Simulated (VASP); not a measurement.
Input of a VASP 6.6.1 run:

Contents of INCAR:

```
SYSTEM = GePt
PREC = Accurate
ENCUT = 520
EDIFF = 1E-6
ISMEAR = 0
SIGMA = 0.1
LREAL = .False.
LASPH = .True.
NELM = 100
ALGO = Normal
ISIF = 2
LWAVE = .False.
LCHARG = .False.
GGA = PE
NBANDS = 58
```

File KPOINTS:

```
regular mesh
0
Gamma
  4 6 4
  0 0 0
```

POSCAR

```
GePt
1.0
    5.8300209918      0.0000000000      0.0000000000
    0.0000000000      3.7440558406      0.0000000000
    0.0000000000      0.0000000000      6.1767211681
Ge Pt
4 4
Direct
    0.1857872937      0.2500000000      0.5879018586
    0.3142127063      0.7500000000      0.0879018586
    0.6857872937      0.2500000000      0.9120981414
    0.8142127063      0.7500000000      0.4120981414
    0.9978352617      0.2500000000      0.1921988439
    0.5021647383      0.7500000000      0.6921988439
    0.4978352617      0.2500000000      0.3078011561
    0.0021647383      0.7500000000      0.8078011561
```

Potentials or basis: VASP PAW PBE potentials, release 64 (Ge_d, Pt).

Command:

```console
$ cat potpaw_PBE.64/Ge_d/POTCAR potpaw_PBE.64/Pt/POTCAR > POTCAR
$ mpirun -np 1 vasp_std > vasp.out
```

Q: What does it give for the largest force?

A: 0.015 eV/Å.

Q: Estimate the band gap on the k mesh.

A: Zero (bands 48 and 49 overlap by 1.16 eV).

Q: What does it give for the pressure?

A: 0.0 GPa.

Forces on the atoms (eV/Å):
```
Ge  -0.007  0.000 -0.014
Ge   0.007  0.000 -0.014
Ge  -0.007  0.000  0.014
Ge   0.007  0.000  0.014
Pt   0.014  0.000  0.003
Pt  -0.014  0.000  0.003
Pt   0.014  0.000 -0.003
Pt  -0.014  0.000 -0.003
```

Caveat: spin-orbit coupling is left out, which moves the levels of the heavy elements.
